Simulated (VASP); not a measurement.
A run of VASP 6.6.1 is set up as follows.

INCAR

```
SYSTEM = MgO
  PREC = Accurate
  ENCUT = 840
  EDIFF = 1E-6
  ISMEAR = 0
  SIGMA = 0.05
  LREAL = .FALSE.
  LASPH = .TRUE.
  NELM = 120
  ALGO = Normal
  ISIF = 2
  LWAVE = .FALSE.
  LCHARG = .FALSE.
  GGA = PE
  NBANDS = 15
  GGA_COMPAT = .FALSE.
```

File KPOINTS:

```
Automatic mesh
0
G
  10 10 10
  0 0 0
```

Contents of POSCAR:

```
MgO
1.0
    0.0000000000      2.1272186771      2.1272186771
    2.1272186771      0.0000000000      2.1272186771
    2.1272186771      2.1272186771      0.0000000000
Mg O
1 1
Direct
    0.0199592763      0.0199592763     -0.0199592763
    0.4696787168      0.4696787168      0.5303212832
```

Potentials or basis: VASP PAW PBE potentials, release 64 (Mg_sv, O).

Command:

```bash
$ cat potpaw_PBE.64/Mg_sv/POTCAR potpaw_PBE.64/O/POTCAR > POTCAR
$ mpirun -np 1 vasp_std > vasp.out
```

What does it give for the largest force?

1.395 eV/Å.

What does it give for the pressure?

4.2 GPa.

What does it give for the band gap on the k mesh?

4.45 eV.

Forces on the atoms (eV/Å):
```
Mg   0.000  0.000 -1.395
O    0.000  0.000  1.395
```

Caveat: the cell differs from its parent crystal (atoms displaced along a vibrational mode); the stress differs along the axes, from -1 to 15 GPa; forces of over 1 eV/Å act on the atoms, so gaps and moduli don't describe the material at rest.
